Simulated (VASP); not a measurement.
Here is a VASP 6.6.1 calculation.

File INCAR:

```
SYSTEM = KBr
ALGO = Normal ; EDIFF = 1E-8
ENCUT = 520 ; ISIF = 2
ISMEAR = 0 ; LASPH = .True.
LCALCEPS = .True. ; LCHARG = .False.
LMIXTAU = .True. ; LREAL = .False.
LWAVE = .False. ; METAGGA = R2SCAN
NELM = 80 ; PREC = Accurate
SIGMA = 0.01
```

File KPOINTS:

```
k-points
0
Gamma
  6 6 6
  0 0 0
```

The input POSCAR:

```
KBr
1.0
    0.0000000000      3.3022478291      3.3022478291
    3.3022478291      0.0000000000      3.3022478291
    3.3022478291      3.3022478291      0.0000000000
K Br
1 1
Direct
    0.0000000000      0.0000000000      0.0000000000
    0.5000000000      0.5000000000      0.5000000000
```

Potentials or basis: VASP PAW PBE potentials, release 64 (K_sv, Br).

The run is started by

```bash
$ cat potpaw_PBE.64/K_sv/POTCAR potpaw_PBE.64/Br/POTCAR > POTCAR
$ mpirun -np 1 vasp_std > vasp.out
```

Q: Estimate the electronic dielectric tensor (diagonal).

A: 2.44.

Q: Estimate the Born charges (mean of the diagonal).

A: K +1.09; Br -1.09 e.

Q: Predict the band gap on the k mesh.

A: 5.07 eV.

Born effective charge tensors (e):
atom 1, K
```
1.09 0.00 0.00
0.00 1.09 0.00
0.00 0.00 1.09
```
atom 2, Br
```
-1.09  0.00  0.00
 0.00 -1.09  0.00
 0.00  0.00 -1.09
```
